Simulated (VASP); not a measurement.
# I (Fm-3m) in VASP: further runs

Runs on I. Level: PBEsol. Tasks: single point, relaxation of cell and atoms.

Everything below comes from runs of VASP 6.6.1. Logs are shortened: lines on timing, memory, paths and dates and some standing lists are left out, and cuts for length are marked.

### Step 1. The cell of the first run

The structure is cubic, space group Fm-3m (No. 225). Conventional cell: a = 5.030 Å, b = 5.030 Å, c = 5.030 Å, α = 90.00°, β = 90.00°, γ = 90.00°. I (site symmetry m-3m) has 12 I at 3.56 Å within 4.7 Å.

### Step 2. Single point, PBEsol

INCAR reads:

```
  PREC = Accurate
  ENCUT = 520
  EDIFF = 1E-7
  ISMEAR = -1
  SIGMA = 0.05
  LREAL = F
  LASPH = T
  NELM = 80
  ALGO = Normal
  ISIF = 2
  LWAVE = F
  LCHARG = F
  GGA = PS
  NBANDS = 10
```

KPOINTS reads:

```
regular mesh
0
Gamma
  8 8 8
```

POSCAR reads:

```
I
1.0
    0.0000000000      2.5151616585      2.5151616585
    2.5151616585      0.0000000000      2.5151616585
    2.5151616585      2.5151616585      0.0000000000
I
1
Direct
    0.0000000000      0.0000000000      0.0000000000
```

Potentials or basis: VASP PAW PBE potentials, release 64 (I).

Started as:

```
cat potpaw_PBE.64/I/POTCAR > POTCAR
mpirun -np 1 vasp_std > vasp.out
```

OUTCAR:

```text
PREC = Accurate
   ENCUT = 520
   EDIFF = 1E-7
   ISMEAR = -1
   LREAL = F
   LASPH = T
   NELM = 80
   ISIF = 2
   GGA = PS

 ion  position               nearest neighbor table
   1  0.000  0.000  0.000-

  LATTYP: Found a face centered cubic cell.
 ALAT       =     5.0303233170

  Lattice vectors:

 A1 = (   0.0000000000,   2.5151616585,   2.5151616585)
 A2 = (   2.5151616585,   0.0000000000,   2.5151616585)
 A3 = (   2.5151616585,   2.5151616585,   0.0000000000)

Analysis of symmetry for initial positions (statically):
=====================================================================
 Subroutine PRICEL returns:
 Original cell was already a primitive cell.

 Routine SETGRP: Setting up the symmetry group for a
 face centered cubic supercell.

 Subroutine GETGRP returns: Found 48 space group operations
 (whereof 48 operations were pure point group operations)
 out of a pool of 48 trial point group operations.

The static configuration has the point symmetry O_h .

Analysis of symmetry for dynamics (positions and initial velocities):
=====================================================================
 Subroutine PRICEL returns:
 Original cell was already a primitive cell.

 Routine SETGRP: Setting up the symmetry group for a
 face centered cubic supercell.

 Subroutine GETGRP returns: Found 48 space group operations
 (whereof 48 operations were pure point group operations)
 out of a pool of 48 trial point group operations.

The dynamic configuration has the point symmetry O_h .

 Subroutine INISYM returns: Found 48 space group operations
 (whereof 48 operations are pure point group operations),
 and found     1 'primitive' translations

----------------------------------------------------------------------------------------

                                     Primitive cell

  volume of cell :      31.8220

  direct lattice vectors                    reciprocal lattice vectors
     0.000000000  2.515161658  2.515161658    -0.198794379  0.198794379  0.198794379
     2.515161658  0.000000000  2.515161658     0.198794379 -0.198794379  0.198794379
     2.515161658  2.515161658  0.000000000     0.198794379  0.198794379 -0.198794379

  length of vectors
     3.556975729  3.556975729  3.556975729     0.344321965  0.344321965  0.344321965

  position of ions in fractional coordinates (direct lattice)
     0.000000000  0.000000000  0.000000000

  ion indices of the primitive-cell ions
   primitive index   ion index
                 1           1

----------------------------------------------------------------------------------------

 KPOINTS: regular mesh

Automatic generation of k-mesh.
 Grid dimensions read from file:
 generate k-points for:    8    8    8

 Generating k-lattice:

  Cartesian coordinates                     Fractional coordinates (reciprocal lattice)
    -0.024849297  0.024849297  0.024849297     0.125000000  0.000000000  0.000000000
     0.024849297 -0.024849297  0.024849297     0.000000000  0.125000000  0.000000000
     0.024849297  0.024849297 -0.024849297     0.000000000  0.000000000  0.125000000

  Length of vectors
     0.043040246  0.043040246  0.043040246

  Shift w.r.t. Gamma in fractional coordinates (k-lattice)
     0.000000000  0.000000000  0.000000000

 Subroutine IBZKPT returns following result:
 ===========================================

 Found     29 irreducible k-points:

 Following reciprocal coordinates:
            Coordinates               Weight
  0.000000  0.000000  0.000000      1.000000
  0.125000  0.000000  0.000000      8.000000
  0.250000  0.000000  0.000000      8.000000
  0.375000  0.000000  0.000000      8.000000
  0.500000  0.000000  0.000000      4.000000
  0.125000  0.125000  0.000000      6.000000
[... 16 lines left out ...]
  0.500000  0.250000  0.125000     48.000000
 -0.375000  0.250000  0.125000     24.000000
 [... further k-points ...]
   k-points           NKPTS =     29   k-points in BZ     NKDIM =     29   number of bands    NBANDS=     10
   number of dos      NEDOS =    301   number of ions     NIONS =      1
   total plane-waves  NPLWV =  21952
   dimension x,y,z NGX =    28 NGY =   28 NGZ =   28
   dimension x,y,z NGXF=    56 NGYF=   56 NGZF=   56
   ions per type =               1
   NGX,Y,Z   is equivalent  to a cutoff of  13.09, 13.09, 13.09 a.u.
   NGXF,Y,Z  is equivalent  to a cutoff of  26.17, 26.17, 26.17 a.u.
 SYSTEM =  unknown system
   PREC   = accura    normal or accurate (medium, high low for compatibility)
   ISTART =      0    job   : 0-new  1-cont  2-samecut
   ICHARG =      2    charge: 1-file 2-atom 10-const
   ISPIN  =      1    spin polarized calculation?
   LNONCOLLINEAR =      F non collinear calculations
   LSORBIT =      F    spin-orbit coupling
   LASPH  =      T    aspherical Exc in radial PAW
   ENCUT  =  520.0 eV  38.22 Ry    6.18 a.u.   6.61  6.61  6.61*2*pi/ulx,y,z
   NELM   =     80;   NELMIN=  2; NELMDL= -5     # of ELM steps
   EDIFF  = 0.1E-06   stopping-criterion for ELM
   LREAL  =      F    real-space projection
   EDIFFG = 0.1E-05   stopping-criterion for IOM
   NSW    =      0    number of steps for IOM
   IBRION =     -1    ionic relax: 0-MD 1-quasi-New 2-CG
   NFREE  =      0    steps in history (QN), initial steepest desc. (CG)
   ISIF   =      2    stress and relaxation
   ISYM   =      2    0-nonsym 1-usesym 2-fastsym
   POTIM  = 0.5000    time-step for ionic-motion
   TEBEG  =    0.0;   TEEND  =   0.0 temperature during run
   PSTRESS=    0.0 pullay stress
   NELECT =       7.0000    total number of electrons
   NUPDOWN=      -1.0000    fix difference up-down
   EMIN   =  10.00;   EMAX   =-10.00  energy-range for DOS
   EFERMI =   0.00;   METHOD = LEGACY
   ISMEAR =    -1;   SIGMA  =   0.05  broadening in eV -4-tet -1-fermi 0-gaus
   EFERMI_NEDOS =   21; number of points for ismear=-14 and -15
   IALGO  =     38    algorithm
   IMIX   =      4    mixing-type and parameters
     AMIX     =   0.40;   BMIX     =  1.00
     AMIX_MAG =   1.60;   BMIX_MAG =  1.00
  volume/ion in A,a.u.               =      31.82       214.75
  Fermi-wavevector in a.u.,A,eV,Ry     =   0.988246  1.867514 13.287852  0.976630
  Thomas-Fermi vector in A             =   2.119758
   LORBIT       =      0    0 simple, 1 ext, 2 COOP (PROOUT), +10 PAW based schemes
   GGA     = PS    functional components
   LHFCALC =     F    Hartree Fock is set to
   AEXX    =    0.0000 exact exchange contribution
   IVDW    =     0    specifies the selected vdW correction
   LEPSILON=     F    determine dielectric tensor
   LRPA    =     F    only Hartree local field effects (RPA)
 non-spin polarized calculation
  energy-cutoff  :      520.00
  volume of cell :       31.82
 maximum number of plane-waves:       877
 NGX is ok and might be reduce to    28
   NGX = 13   NGY = 13   NGZ = 13

 number of electron       7.0000000 magnetization

 Free energy of the ion-electron system (eV)
  ---------------------------------------------------
  ext. energy  EPLUGINS =         0.00000000
  ---------------------------------------------------
  free energy    TOTEN  =        -1.38466997 eV

  energy without entropy =       -1.37369648  energy(sigma->0) =       -1.37918322

 E-fermi :   5.6247     XC(G=0):  -9.7135

 val. band max:        5.6198517346   @ k =   0.3750   0.1250   0.0000
 cond. band min:       5.6426534666   @ k =   0.5000   0.1250   0.0000
 fundamental gap:      0.0228017320
 Fermi energy:         5.6246852976

 k-point     1 :       0.0000    0.0000    0.0000
  band No.  band energies     occupation
      1      -8.4773      2.00000
      2       6.8303      0.00000
      3       6.8303      0.00000
      4       6.8303      0.00000
      5      13.2062      0.00000
      6      15.2043      0.00000
      7      15.2043      0.00000
      8      15.2043      0.00000
      9      17.1066      0.00000
     10      19.3260      0.00000

 k-point     2 :       0.1250    0.0000    0.0000
  band No.  band energies     occupation
      1      -8.2809      2.00000
      2       5.4931      1.86585
      3       6.6793      0.00000
      4       6.6793      0.00000
      5      13.6134      0.00000
      6      15.0167      0.00000
      7      15.5353      0.00000
      8      15.5353      0.00000
      9      18.1612      0.00000
     10      18.1612      0.00000

 k-point     3 :       0.2500    0.0000    0.0000
  band No.  band energies     occupation
      1      -7.7393      2.00000
      2       3.1262      2.00000
      3       6.3546      0.00000
      4       6.3546      0.00000
      5      12.7899      0.00000
      6      15.5057      0.00000
      7      15.5057      0.00000
      8      17.0594      0.00000
      9      18.1598      0.00000
     10      18.2445      0.00000

 k-point     4 :       0.3750    0.0000    0.0000
  band No.  band energies     occupation
      1      -7.0494      2.00000
      2       1.1391      2.00000
      3       6.0725      0.00026
      4       6.0725      0.00026
      5      12.2413      0.00000
      6      14.8546      0.00000
      7      14.8546      0.00000
      8      16.7398      0.00000
      9      20.1355      0.00000
     10      20.2154      0.00000

 k-point     5 :       0.5000    0.0000    0.0000
  band No.  band energies     occupation
      1      -6.6886      2.00000
      2       0.3237      2.00000
      3       5.9653      0.00220
      4       5.9653      0.00220
      5      12.0682      0.00000
      6      14.5844      0.00000
      7      14.5844      0.00000
      8      16.3958      0.00000
      9      21.7659      0.00000
     10      22.6922      0.00000

 k-point     6 :       0.1250    0.1250    0.0000
  band No.  band energies     occupation
      1      -8.2152      2.00000
      2       5.6659      0.60942
      3       6.3098      0.00000
      4       6.3098      0.00000
      5      13.6512      0.00000
      6      14.3427      0.00000
      7      16.1257      0.00000
      8      16.1257      0.00000
      9      16.7154      0.00000
     10      19.3126      0.00000

 k-point     7 :       0.2500    0.1250    0.0000
  band No.  band energies     occupation
      1      -7.7862      2.00000
      2       3.8419      2.00000
      3       5.8762      0.01299
      4       6.0041      0.00101
      5      13.1054      0.00000
      6      14.4724      0.00000
      7      15.5319      0.00000
      8      16.6586      0.00000
      9      18.4263      0.00000
     10      19.5034      0.00000

 k-point     8 :       0.3750    0.1250    0.0000
  band No.  band energies     occupation
      1      -7.1294      2.00000
      2       1.8200      2.00000
      3       5.4900      1.87326
      4       5.6199      1.04830
      5      12.7097      0.00000
      6      14.2121      0.00000
      7      16.0356      0.00000
      8      16.4644      0.00000
      9      19.0131      0.00000
     10      21.0791      0.00000

 k-point     9 :       0.5000    0.1250    0.0000
  band No.  band energies     occupation
      1      -6.6147      2.00000
      2       0.6190      2.00000
      3       5.0249      1.99999
      4       5.6427      0.82223
      5      12.6242      0.00000
      6      13.8497      0.00000
      7      15.3785      0.00000
      8      18.3383      0.00000
      9      18.9872      0.00000
     10      22.5678      0.00000
[... 118 lines left out ...]
 k-point    19 :       0.5000    0.3750    0.0000
  band No.  band energies     occupation
      1      -6.1578      2.00000
      2       1.2014      2.00000
      3       3.6561      2.00000
      4       4.4603      2.00000
      5      10.4806      0.00000
      6      11.7951      0.00000
      7      20.1938      0.00000
      8      20.2329      0.00000
      9      22.9075      0.00000
     10      23.1263      0.00000

 k-point    20 :      -0.3750    0.3750    0.0000
  band No.  band energies     occupation
      1      -6.0688      2.00000
      2       1.5222      2.00000
      3       2.3624      2.00000
      4       4.7569      2.00000
      5      10.9010      0.00000
      6      14.1782      0.00000
      7      18.8916      0.00000
      8      18.9058      0.00000
      9      20.6098      0.00000
     10      20.8225      0.00000

 k-point    21 :       0.5000    0.5000    0.0000
  band No.  band energies     occupation
      1      -6.0347      2.00000
      2       0.8647      2.00000
      3       4.2634      2.00000
      4       4.2634      2.00000
      5       9.9331      0.00000
      6      10.7460      0.00000
      7      22.9789      0.00000
      8      22.9815      0.00000
      9      23.1914      0.00000
     10      23.1914      0.00000

 k-point    22 :       0.3750    0.2500    0.1250
  band No.  band energies     occupation
      1      -7.2917      2.00000
      2       2.8244      2.00000
      3       4.5914      2.00000
      4       5.8183      0.04079
      5      13.3179      0.00000
      6      13.4843      0.00000
      7      15.4565      0.00000
      8      17.8375      0.00000
      9      18.3296      0.00000
     10      22.0694      0.00000

 k-point    23 :       0.5000    0.2500    0.1250
  band No.  band energies     occupation
      1      -6.6801      2.00000
      2       1.5524      2.00000
      3       3.8778      2.00000
      4       5.3452      1.99256
      5      12.9437      0.00000
      6      14.0045      0.00000
      7      15.7317      0.00000
      8      17.6596      0.00000
      9      20.1505      0.00000
     10      21.4844      0.00000

 k-point    24 :      -0.3750    0.2500    0.1250
  band No.  band energies     occupation
      1      -6.3719      2.00000
      2       0.9360      2.00000
      3       3.7158      2.00000
      4       5.1029      1.99994
      5      12.8218      0.00000
      6      13.8377      0.00000
      7      16.9497      0.00000
      8      17.7678      0.00000
      9      19.9730      0.00000
     10      20.9574      0.00000

 [... further k-points ...]
[... 5 lines left out ...]
  --------------------------------------------------------------------------------------
  -------------------------------------------------------------------------------------
  Total        0.0031637      0.0031637      0.0031637     -0.0000000     -0.0000000     -0.0000000
  in kB        0.1592883      0.1592883      0.1592883     -0.0000000     -0.0000000     -0.0000000
  external PRESSURE =       0.1592883 kB  Pullay stress =       0.0000000 kB

 VOLUME and BASIS-vectors are now :
 -----------------------------------------------------------------------------
  energy-cutoff  :      520.00
  volume of cell :       31.82
      direct lattice vectors                 reciprocal lattice vectors
     0.000000000  2.515161658  2.515161658    -0.198794379  0.198794379  0.198794379
     2.515161658  0.000000000  2.515161658     0.198794379 -0.198794379  0.198794379
     2.515161658  2.515161658  0.000000000     0.198794379  0.198794379 -0.198794379

 POSITION                                       TOTAL-FORCE (eV/Angst)
 -----------------------------------------------------------------------------------
      0.00000      0.00000      0.00000         0.000000      0.000000      0.000000
 -----------------------------------------------------------------------------------
    total drift:                                0.000000      0.000000      0.000000

  FREE ENERGIE OF THE ION-ELECTRON SYSTEM (eV)
  ---------------------------------------------------
  free  energy   TOTEN  =        -1.3846699663 eV

  energy  without entropy=       -1.3736964811  energy(sigma->0) =       -1.37918322
```

Wall time 8.1 s (1 thread of Intel Xeon Platinum 8259CL at 2.50GHz (Skylake/Cascade Lake), shared host); peak memory 0.15 GiB.

What came out:

| Property | Result |
| --- | --- |
| Free energy | -1.3847 eV |
| Pressure | 0.0 GPa |

Caveat: the PAW data sets were made with another functional, which shifts forces and pressure a little; spin-orbit coupling is left out, which moves the levels of the heavy elements; an odd number of electrons without spin polarisation forces a metal; a magnetic or distorted state may lie lower.

(Part 1 of 2 ends here.)
